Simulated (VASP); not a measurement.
Set up this calculation in VASP 6.6.1, as the native input.

```
Task                    : density of states
Functional              : PBEsol
Potentials or basis     : VASP PAW PBE potentials, release 64 (Al, Cu)
Cutoff                  : 520 eV
k mesh                  : 16 × 16 × 6
Occupations             : gaussian, width 0.1 eV
Spin                    : no spin polarisation
Dipole correction       : no
k mesh for the DOS      : 24 × 24 × 9
Occupations for the DOS : tetrahedron
Further INCAR settings  : ALGO = Fast; EDIFF = 1e-06; NBANDS = 18
```

The system is Al3Cu.

```
Al Cu
1.0
     2.77968    0.00000    0.00000
     0.00000    2.77968    0.00000
     0.00000    0.00000    7.60296
Al Cu
3 1
Direct
  0.00000 0.00000 0.50000
  0.50000 0.50000 0.22069
  0.50000 0.50000 0.77931
  0.00000 0.00000 0.00000
```

These files were run (other wordings do the same):

POSCAR

```
Al3Cu
1.0
    2.7796830110      0.0000000000      0.0000000000
    0.0000000000      2.7796830110      0.0000000000
    0.0000000000      0.0000000000      7.6029571153
Al Cu
3 1
Direct
    0.0000000000      0.0000000000      0.5000000000
    0.5000000000      0.5000000000      0.2206884209
    0.5000000000      0.5000000000      0.7793115791
    0.0000000000      0.0000000000      0.0000000000
```

INCAR.step1

```
SYSTEM = Al3Cu
PREC = Accurate
ENCUT = 520
EDIFF = 1E-6
ISMEAR = 0
SIGMA = 0.1
LREAL = .FALSE.
LASPH = .TRUE.
NELM = 100
ALGO = Fast
ISIF = 2
LWAVE = .FALSE.
LCHARG = .TRUE.
LMAXMIX = 4
GGA = PS
NBANDS = 18
```

KPOINTS.step1

```
Automatic mesh
0
G
  16 16 6
  0 0 0
```

INCAR.step2

```
SYSTEM = Al3Cu
PREC = Accurate
ENCUT = 520
EDIFF = 1E-6
ISMEAR = -5
SIGMA = 0.1
LREAL = .FALSE.
LASPH = .TRUE.
NELM = 100
ALGO = Fast
ISIF = 2
LWAVE = .FALSE.
LCHARG = .FALSE.
LMAXMIX = 4
GGA = PS
LORBIT = 11
NBANDS = 18
NEDOS = 1001
ICHARG = 11
```

KPOINTS.step2

```
Automatic mesh
0
G
  24 24 9
  0 0 0
```

Potentials or basis: VASP PAW PBE potentials, release 64 (Al, Cu).

Run with:

```bash
$ cat potpaw_PBE.64/Al/POTCAR potpaw_PBE.64/Cu/POTCAR > POTCAR
$ cp INCAR.step1 INCAR
$ cp KPOINTS.step1 KPOINTS
$ mpirun -np 1 vasp_std > vasp.out
$ cp INCAR.step2 INCAR
$ cp KPOINTS.step2 KPOINTS
$ mpirun -np 1 vasp_std > vasp.out
```

It gave:

```json
{
  "Valence electrons inside the program's atomic spheres": "Al 0.77, 0.78; Cu 10.08"
}
```

Run time: 5.3 min on 1 thread of AMD EPYC 9R45 96-Core Processor (Zen 5) (shared host), peak memory 0.5 GiB.
